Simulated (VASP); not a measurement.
# ScNbN (P-3m1) in VASP: a series of runs

ScNbN is run at these levels: r2SCAN+D3(BJ); tasks: single point.

Program: VASP 6.6.1. These are calculated values, not measurements. Logs are shortened: lines on timing, memory, paths and dates and some standing lists are left out, and cuts for length are marked.

### Step 1. The cell of the first run

It takes space group P-3m1 (No. 164, trigonal). Conventional cell: a = 3.111 Å, b = 3.111 Å, c = 10.357 Å, α = 90.00°, β = 90.00°, γ = 120.00°. Sc (site symmetry -3m) has 6 N at 2.23 Å within 3.0 Å. Sc (site symmetry -3m) has 6 Sc at 3.11 Å and 6 Nb at 3.13 Å within 4.1 Å. Nb (site symmetry 3m) has 3 N at 2.21 Å within 2.9 Å. N (site symmetry 3m) has 3 Nb at 2.21 Å and 3 Sc at 2.23 Å within 2.9 Å.

### Step 2. Single point, r2SCAN+D3(BJ)

Input file POSCAR:

```
ScNbN
1.0
    3.1109740000      0.0000000000      0.0000000000
   -1.5554870000      2.6941830000      0.0000000000
    0.0000000000      0.0000000000     10.3571530000
Sc Nb N
2 2 2
Direct
    0.0000000000      0.0000000000      0.5000000000
    0.0000000000      0.0000000000      0.0000000000
    0.6666666667      0.3333333333      0.7525690000
    0.3333333333      0.6666666667      0.2474310000
    0.6666666667      0.3333333333      0.3721890000
    0.3333333333      0.6666666667      0.6278110000
```

Input file INCAR.step1:

```
SYSTEM = ScNbN
ALGO = Normal
EDIFF = 1E-4
ENCUT = 520
GGA = PE
ISMEAR = 0
LASPH = .TRUE.
LCHARG = .FALSE.
LREAL = .FALSE.
LWAVE = .TRUE.
NBANDS = 38
NELM = 60
PREC = Accurate
SIGMA = 0.2
```

Input file INCAR.step2:

```
SYSTEM = ScNbN
ALGO = Normal
EDIFF = 1E-6
ENCUT = 520
ISIF = 2
ISMEAR = 0
ISTART = 1
IVDW = 12
LASPH = .TRUE.
LCHARG = .FALSE.
LMIXTAU = .TRUE.
LREAL = .FALSE.
LWAVE = .FALSE.
METAGGA = R2SCAN
NBANDS = 38
NELM = 60
PREC = Accurate
SIGMA = 0.2
VDW_A1 = 0.49484001
VDW_A2 = 5.73083694
VDW_S6 = 1.0
VDW_S8 = 0.78981345
```

Input file KPOINTS:

```
k-points
0
G
  5 5 2
  0 0 0
```

Potentials or basis: VASP PAW PBE potentials, release 64 (Sc_sv, Nb_sv, N).

On the command line:

```
$ cat potpaw_PBE.64/Sc_sv/POTCAR potpaw_PBE.64/Nb_sv/POTCAR potpaw_PBE.64/N/POTCAR > POTCAR
$ cp INCAR.step1 INCAR
$ mpirun -np 1 vasp_std > vasp.out
$ cp INCAR.step2 INCAR
$ mpirun -np 1 vasp_std > vasp.out
```

OUTCAR:

```text
SYSTEM = ScNbN
   EDIFF = 1E-6
   ENCUT = 520
   ISIF = 2
   ISMEAR = 0
   ISTART = 1
   IVDW = 12
   LASPH = .TRUE.
   LREAL = .FALSE.
   METAGGA = R2SCAN
   NELM = 60
   PREC = Accurate
 IVDW          = 12

 ion  position               nearest neighbor table
   1  0.000  0.000  0.500-   5 2.23   6 2.23   5 2.23   6 2.23   5 2.23   6 2.23   3 3.17   4 3.17
                             4 3.17   3 3.17   3 3.17   4 3.17
   2  0.000  0.000  0.000-   3 3.13   4 3.13   3 3.13   4 3.13   3 3.13   4 3.13
   3  0.667  0.333  0.753-   6 2.21   6 2.21   6 2.21   2 3.13   2 3.13   2 3.13   1 3.17   1 3.17
                             1 3.17
   4  0.333  0.667  0.247-   5 2.21   5 2.21   5 2.21   2 3.13   2 3.13   2 3.13   1 3.17   1 3.17
                             1 3.17
   5  0.667  0.333  0.372-   4 2.21   4 2.21   4 2.21   1 2.23   1 2.23   1 2.23
   6  0.333  0.667  0.628-   3 2.21   3 2.21   3 2.21   1 2.23   1 2.23   1 2.23

  LATTYP: Found a hexagonal cell.
 ALAT       =     3.1109740000
 C/A-ratio  =     3.3292316169

  Lattice vectors:

 A1 = (   3.1109740000,   0.0000000000,   0.0000000000)
 A2 = (  -1.5554870000,   2.6941830000,   0.0000000000)
 A3 = (   0.0000000000,   0.0000000000,  10.3571530000)

Analysis of symmetry for initial positions (statically):
=====================================================================
 Subroutine PRICEL returns:
 Original cell was already a primitive cell.

 Routine SETGRP: Setting up the symmetry group for a
 hexagonal supercell.

 Subroutine GETGRP returns: Found 12 space group operations
 (whereof 12 operations were pure point group operations)
 out of a pool of 24 trial point group operations.

The static configuration has the point symmetry D_3d.

Analysis of symmetry for dynamics (positions and initial velocities):
=====================================================================
 Subroutine PRICEL returns:
 Original cell was already a primitive cell.

 Routine SETGRP: Setting up the symmetry group for a
 hexagonal supercell.

 Subroutine GETGRP returns: Found 12 space group operations
 (whereof 12 operations were pure point group operations)
 out of a pool of 24 trial point group operations.

The dynamic configuration has the point symmetry D_3d.

 Subroutine INISYM returns: Found 12 space group operations
 (whereof 12 operations are pure point group operations),
 and found     1 'primitive' translations

----------------------------------------------------------------------------------------
[... 90 lines left out ...]
   IBRION =     -1    ionic relax: 0-MD 1-quasi-New 2-CG
   NFREE  =      0    steps in history (QN), initial steepest desc. (CG)
   ISIF   =      2    stress and relaxation
   ISYM   =      2    0-nonsym 1-usesym 2-fastsym
   POTIM  = 0.5000    time-step for ionic-motion
   TEBEG  =    0.0;   TEEND  =   0.0 temperature during run
   PSTRESS=    0.0 pullay stress
   NELECT =      58.0000    total number of electrons
   NUPDOWN=      -1.0000    fix difference up-down
   EMIN   =  10.00;   EMAX   =-10.00  energy-range for DOS
   EFERMI =   0.00;   METHOD = LEGACY
   ISMEAR =     0;   SIGMA  =   0.20  broadening in eV -4-tet -1-fermi 0-gaus
   EFERMI_NEDOS =   21; number of points for ismear=-14 and -15
   IALGO  =     38    algorithm
   IMIX   =      4    mixing-type and parameters
     AMIX     =   0.40;   BMIX     =  1.00
     AMIX_MAG =   1.60;   BMIX_MAG =  1.00
  volume/ion in A,a.u.               =      14.47        97.64
  Fermi-wavevector in a.u.,A,eV,Ry     =   1.431186  2.704550 27.868740  2.048295
  Thomas-Fermi vector in A             =   2.550950
   LORBIT       =      0    0 simple, 1 ext, 2 COOP (PROOUT), +10 PAW based schemes
   METAGGA = R2SCAN    functional components
   LHFCALC =     F    Hartree Fock is set to
   AEXX    =    0.0000 exact exchange contribution
   IVDW    =    12    specifies the selected vdW correction
   LEPSILON=     F    determine dielectric tensor
   LRPA    =     F    only Hartree local field effects (RPA)
 non-spin polarized calculation
 Gauss-broadening in eV      SIGMA  =   0.20
  energy-cutoff  :      520.00
  volume of cell :       86.81
 maximum number of plane-waves:      2348
 NGX is ok and might be reduce to    24
   NGX = 11   NGY = 11   NGZ = 39

 number of electron      58.0000000 magnetization

 Free energy of the ion-electron system (eV)
  ---------------------------------------------------
  ext. energy  EPLUGINS =         0.00000000
  ---------------------------------------------------
  free energy    TOTEN  =       -97.74313475 eV

  energy without entropy =      -97.67874131  energy(sigma->0) =      -97.71093803

 E-fermi :   8.2995     XC(G=0): -12.7373

 val. band max:        8.2290632872   @ k =   0.2000  -0.0000   0.0000
 cond. band min:       8.3233487531   @ k =   0.2000  -0.0000   0.5000
 fundamental gap:      0.0942854659
 Fermi energy:         8.2995326374

 k-point     1 :       0.0000    0.0000    0.0000
  band No.  band energies     occupation
      1     -48.6668      2.00000
      2     -48.6665      2.00000
      3     -42.9646      2.00000
      4     -42.6667      2.00000
      5     -24.1152      2.00000
      6     -24.0809      2.00000
[... 399 lines left out ...]
     37      11.8576      0.00000
     38      12.4311      0.00000

------------------------ aborting loop because EDIFF is reached ----------------------------------------

 Edisp (eV)   -1.31295

 E8    (eV) :    -0.4773

  FORCE on cell =-STRESS in cart. coord.  units (eV):
  Direction    XX          YY          ZZ          XY          YZ          ZX
  --------------------------------------------------------------------------------------
  -------------------------------------------------------------------------------------
  Total      -3.01433    -3.01433    -2.62913    -0.00000     0.00000    -0.00000
  in kB     -55.63360   -55.63362   -48.52424    -0.00000     0.00000    -0.00000
  external pressure =      -53.26 kB  Pullay stress =        0.00 kB

 VOLUME and BASIS-vectors are now :
 -----------------------------------------------------------------------------
  energy-cutoff  :      520.00
  volume of cell :       86.81
      direct lattice vectors                 reciprocal lattice vectors
     3.110974000  0.000000000  0.000000000     0.321442738  0.185585018  0.000000000
    -1.555487000  2.694183000  0.000000000     0.000000000  0.371170036  0.000000000
     0.000000000  0.000000000 10.357153000     0.000000000  0.000000000  0.096551630

 POSITION                                       TOTAL-FORCE (eV/Angst)
 -----------------------------------------------------------------------------------
      0.00000      0.00000      5.17858        -0.000000      0.000000      0.000000
      0.00000      0.00000      0.00000        -0.000000      0.000000      0.000000
      1.55549      0.89806      7.79447        -0.000000      0.000000     -0.150383
     -0.00000      1.79612      2.56268         0.000000      0.000000      0.150383
      1.55549      0.89806      3.85482         0.000000      0.000000     -0.170188
     -0.00000      1.79612      6.50233        -0.000000     -0.000000      0.170188
 -----------------------------------------------------------------------------------
    total drift:                               -0.000000      0.000000     -0.000000

  FREE ENERGIE OF THE ION-ELECTRON SYSTEM (eV)
  ---------------------------------------------------
  free  energy   TOTEN  =       -99.0560878386 eV

  energy  without entropy=      -98.9916943979  energy(sigma->0) =      -99.02389112
```

Run time: 4.7 min. Hardware: 1 thread of Intel Xeon Platinum 8259CL at 2.50GHz (Skylake/Cascade Lake), shared host; peak memory 0.23 GiB.

What came out:

```yaml
Free_energy: -99.0561 eV
Pressure: -5.3 GPa
Largest_force: 0.170 eV/Å
Band_gap_on_the_k_mesh: zero (band 29 reaches 8.92 eV, above the bottom of band 30 at 8.18 eV)
Dispersion_energy_per_atom: -0.219 eV
```

Forces in eV/Å, atoms in the order of the input:
```
Sc   0.000  0.000  0.000
Sc   0.000  0.000  0.000
Nb   0.000  0.000 -0.150
Nb   0.000  0.000  0.150
N    0.000  0.000 -0.170
N    0.000  0.000  0.170
```

Stress tensor (GPa, compression positive):
```
-5.56  0.00  0.00
 0.00 -5.56  0.00
 0.00  0.00 -4.85
```

Caveat: the k points lie up to 0.47 Å⁻¹ apart; three body term missing; the PAW data sets were made with another functional, which shifts forces and pressure a little; pairwise dispersion overbinds metals, which lowers pressure and volume.

### Step 3. Single point, r2SCAN+D3(BJ)

POSCAR is that of step 2.

Input file INCAR.step1:

```
PREC     = Accurate       # precision mode
ENCUT    = 520            # plane-wave cutoff, eV
ISMEAR   = 0              # smearing method
SIGMA    = 0.2            # smearing width, eV
LREAL    = False          # projectors in reciprocal space
LASPH    = True           # aspherical terms in the spheres
NELM     = 60             # most SCF steps
NBANDS   = 38             # bands
GGA      = PE             # functional
ALGO     = Normal         # electronic algorithm
EDIFF    = 1E-4           # SCF threshold, eV
LWAVE    = True           # write WAVECAR
LCHARG   = False          # write CHGCAR
```

Input file INCAR.step2:

```
PREC     = Accurate       # precision mode
ENCUT    = 520            # plane-wave cutoff, eV
EDIFF    = 1E-6           # SCF threshold, eV
ISMEAR   = 0              # smearing method
SIGMA    = 0.2            # smearing width, eV
LREAL    = False          # projectors in reciprocal space
LASPH    = True           # aspherical terms in the spheres
NELM     = 60             # most SCF steps
ALGO     = Normal         # electronic algorithm
ISIF     = 2              # what is computed and relaxed
LWAVE    = False          # write WAVECAR
LCHARG   = True           # write CHGCAR
METAGGA  = R2SCAN         # meta-GGA
LMIXTAU  = True         
IVDW     = 12             # dispersion correction
VDW_S6   = 1.0          
VDW_S8   = 0.78981345   
VDW_A1   = 0.49484001   
VDW_A2   = 5.73083694   
LELF     = True           # ELF
LVHAR    = True         
NBANDS   = 38             # bands
ISTART   = 1
```

Input file KPOINTS:

```
regular mesh
0
Gamma
  5 5 2
```

Potentials or basis: VASP PAW PBE potentials, release 64 (Sc_sv, Nb_sv, N).

On the command line:

```
$ cat potpaw_PBE.64/Sc_sv/POTCAR potpaw_PBE.64/Nb_sv/POTCAR potpaw_PBE.64/N/POTCAR > POTCAR
$ cp INCAR.step1 INCAR
$ mpirun -np 1 vasp_std > vasp.out
$ cp INCAR.step2 INCAR
$ mpirun -np 1 vasp_std > vasp.out
```

OUTCAR:

```text
PREC = Accurate
   ENCUT = 520
   EDIFF = 1E-6
   ISMEAR = 0
   LREAL = False
   LASPH = True
   NELM = 60
   ISIF = 2
   METAGGA = R2SCAN
   IVDW = 12
   ISTART = 1
 IVDW          = 12

 ion  position               nearest neighbor table
   1  0.000  0.000  0.500-   5 2.23   6 2.23   5 2.23   6 2.23   5 2.23   6 2.23   3 3.17   4 3.17
                             4 3.17   3 3.17   3 3.17   4 3.17
   2  0.000  0.000  0.000-   3 3.13   4 3.13   3 3.13   4 3.13   3 3.13   4 3.13
[... 611 lines left out ...]
  -------------------------------------------------------------------------------------
  Total      -3.01433    -3.01433    -2.62913    -0.00000     0.00000    -0.00000
  in kB     -55.63360   -55.63362   -48.52424    -0.00000     0.00000    -0.00000
  external pressure =      -53.26 kB  Pullay stress =        0.00 kB

 VOLUME and BASIS-vectors are now :
 -----------------------------------------------------------------------------
  energy-cutoff  :      520.00
  volume of cell :       86.81
      direct lattice vectors                 reciprocal lattice vectors
     3.110974000  0.000000000  0.000000000     0.321442738  0.185585018  0.000000000
    -1.555487000  2.694183000  0.000000000     0.000000000  0.371170036  0.000000000
     0.000000000  0.000000000 10.357153000     0.000000000  0.000000000  0.096551630

 POSITION                                       TOTAL-FORCE (eV/Angst)
 -----------------------------------------------------------------------------------
      0.00000      0.00000      5.17858        -0.000000      0.000000      0.000000
      0.00000      0.00000      0.00000        -0.000000      0.000000      0.000000
      1.55549      0.89806      7.79447        -0.000000      0.000000     -0.150383
     -0.00000      1.79612      2.56268         0.000000      0.000000      0.150383
      1.55549      0.89806      3.85482         0.000000      0.000000     -0.170188
     -0.00000      1.79612      6.50233        -0.000000     -0.000000      0.170188
 -----------------------------------------------------------------------------------
    total drift:                               -0.000000      0.000000     -0.000000

  FREE ENERGIE OF THE ION-ELECTRON SYSTEM (eV)
  ---------------------------------------------------
  free  energy   TOTEN  =       -99.0560878386 eV

  energy  without entropy=      -98.9916943979  energy(sigma->0) =      -99.02389112
```

OUTCAR.step1:

```text
PREC = Accurate
   ENCUT = 520
   ISMEAR = 0
   LREAL = False
   LASPH = True
[... 633 lines left out ...]
      1.55549      0.89806      7.79447        -0.000000      0.000000     -0.249740
     -0.00000      1.79612      2.56268         0.000000     -0.000000      0.249740
      1.55549      0.89806      3.85482        -0.000000     -0.000000     -0.351548
     -0.00000      1.79612      6.50233        -0.000000      0.000000      0.351548
 -----------------------------------------------------------------------------------
    total drift:                               -0.000000      0.000000     -0.000000

  FREE ENERGIE OF THE ION-ELECTRON SYSTEM (eV)
  ---------------------------------------------------
  free  energy   TOTEN  =       -55.7780756069 eV

  energy  without entropy=      -55.7159452474  energy(sigma->0) =      -55.74701043
```

OSZICAR.step1:

```text
N       E                     dE             d eps       ncg     rms          rms(c)
DAV:   1     0.929837589002E+03    0.92984E+03   -0.27532E+04   760   0.168E+03
DAV:   2     0.628633922400E+02   -0.86697E+03   -0.84875E+03   784   0.635E+02
DAV:   3    -0.520147572622E+02   -0.11488E+03   -0.11091E+03  1302   0.221E+02
DAV:   4    -0.638105638168E+02   -0.11796E+02   -0.11500E+02  1328   0.628E+01
DAV:   5    -0.648330543446E+02   -0.10225E+01   -0.10107E+01  1456   0.172E+01    0.218E+01
DAV:   6    -0.562729424459E+02    0.85601E+01   -0.56413E+01  1208   0.408E+01    0.968E+00
DAV:   7    -0.560066592705E+02    0.26628E+00   -0.11587E+01  1360   0.168E+01    0.553E+00
DAV:   8    -0.558800307652E+02    0.12663E+00   -0.32324E+00  1120   0.875E+00    0.336E+00
DAV:   9    -0.557847285171E+02    0.95302E-01   -0.10946E+00  1204   0.474E+00    0.134E+00
DAV:  10    -0.557793835786E+02    0.53449E-02   -0.13453E-01  1312   0.213E+00    0.588E-01
DAV:  11    -0.557778557533E+02    0.15278E-02   -0.18248E-02  1140   0.106E+00    0.194E-01
DAV:  12    -0.557781112563E+02   -0.25550E-03   -0.20339E-03  1288   0.353E-01    0.622E-02
DAV:  13    -0.557780756069E+02    0.35649E-04   -0.34323E-04   920   0.131E-01
   1 F= -.55778076E+02 E0= -.55747010E+02  d E =-.621304E-01
```

Run time: 4.1 min. Hardware: 1 thread of Intel Xeon Platinum 8259CL at 2.50GHz (Skylake/Cascade Lake), shared host; peak memory 0.22 GiB.

Results:

```
Free energy                : -99.0561 eV
Pressure                   : -5.3 GPa
Largest force              : 0.170 eV/Å
Band gap on the k mesh     : zero (band 29 reaches 8.92 eV, above the bottom of band 30 at 8.18 eV)
Dispersion energy per atom : -0.219 eV
```

Forces on the atoms (eV/Å):
```
Sc   0.000  0.000  0.000
Sc   0.000  0.000  0.000
Nb   0.000  0.000 -0.150
Nb   0.000  0.000  0.150
N    0.000  0.000 -0.170
N    0.000  0.000  0.170
```

Caveat: the k points lie up to 0.47 Å⁻¹ apart; three body term missing; the PAW data sets were made with another functional, which shifts forces and pressure a little; pairwise dispersion overbinds metals, which lowers pressure and volume.
